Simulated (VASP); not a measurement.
Wanted: the native input for a VASP 6.6.1 run.

```
Task                   : single point
Functional             : PBE
Dispersion             : D3(BJ)
Potentials or basis    : VASP PAW PBE potentials, release 64 (Hg)
Cutoff                 : 520 eV
k mesh                 : 24 × 24 × 12
Occupations            : gaussian, width 0.15 eV
Spin                   : no spin polarisation
Dipole correction      : no
Further INCAR settings : ALGO = Fast; EDIFF = 1e-06; NBANDS = 19
```

The structure of Hg lies in POSCAR:

```
Hg
1.0
    3.3426328046      0.0000000000      0.0000000000
   -1.6713164023      2.8948049243      0.0000000000
    0.0000000000      0.0000000000      5.3059573554
Hg
2
Direct
    0.6666666667      0.3333333333      0.7500000000
    0.3333333333      0.6666666667      0.2500000000
```

One way to write it, as run:

INCAR

```
PREC = Accurate
ENCUT = 520
EDIFF = 1E-6
ISMEAR = 0
SIGMA = 0.15
LREAL = F
LASPH = T
NELM = 60
ALGO = Fast
ISIF = 2
LWAVE = F
LCHARG = F
GGA = PE
IVDW = 12
NBANDS = 19
```

KPOINTS

```
Automatic mesh
0
Gamma
  24 24 12
```

Potentials or basis: VASP PAW PBE potentials, release 64 (Hg).

Run with:

```sh
$ cat potpaw_PBE.64/Hg/POTCAR > POTCAR
$ mpirun -np 1 vasp_std > vasp.out
```

Results of the run:

```yaml
Pressure: 0.3 GPa
Band_gap_on_the_k_mesh: zero (bands 12 and 13 overlap by 0.99 eV)
Dispersion_energy_per_atom: -0.408 eV
```

Caveat: spin-orbit coupling is left out, which moves the levels of the heavy elements.

Wall time 3.6 min on 1 thread of Intel(R) Xeon(R) Platinum 8488C (Sapphire Rapids) (shared host), peak memory 0.45 GiB.
